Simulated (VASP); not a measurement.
# PtS2: single point with LDA

The system is PtS2.

```
Pt S
1.0
     3.54320    0.00000    0.00000
    -1.77160    3.06850    0.00000
     0.00000    0.00000    5.03880
Pt S
1 2
Direct
  0.00000 0.00000 0.00000
  0.33333 0.66667 0.25000
  0.66667 0.33333 0.75000
```

- Program: VASP 6.6.1
- Task: single point
- Functional: LDA
- Potentials or basis: VASP PAW LDA potentials, release 64 (Pt, S)
- Cutoff: 520 eV
- k mesh: 12 × 12 × 8
- Occupations: gaussian, width 0.05 eV
- Spin: no spin polarisation

The pressure is -5.5 GPa, the largest force is 0.688 eV/Å and the band gap on the k mesh is 0.45 eV, indirect (least direct gap 0.68 eV).

Forces in eV/Å, atoms in the order of the input:
```
Pt   0.000  0.000  0.000
S    0.000  0.000 -0.688
S    0.000  0.000  0.688
```

Stress tensor (GPa, compression positive):
```
-4.75  0.00  0.00
 0.00 -4.75  0.00
 0.00  0.00 -7.05
```

Levels at points of the mesh, in eV from the valence-band top:
```csv
k point,band 7,band 8,band 9,band 10,band 11,band 12,band 13,band 14,band 15,band 16
"(0.00, 0.00, 0.00)",-3.85,-2.27,-1.13,-1.13,0.00,1.72,1.72,4.32,5.02,7.88
"(0.50, 0.00, 0.00)",-3.57,-3.24,-3.11,-3.05,-2.57,1.17,2.37,5.28,6.17,7.67
"(0.00, 0.00, 0.50)",-3.88,-2.96,-1.45,-1.45,-1.28,2.40,2.40,5.36,6.79,7.55
"(0.50, 0.00, 0.50)",-3.33,-3.12,-2.77,-2.69,-1.50,1.32,1.99,4.82,5.01,7.24
```

Run time: 88 s on 1 thread of Intel(R) Xeon(R) Platinum 8259CL CPU @ 2.50GHz (Skylake/Cascade Lake) (shared host), peak memory 0.24 GiB.

Caveat: spin-orbit coupling is left out, which moves the levels of the heavy elements. A k mesh can miss the band edges.
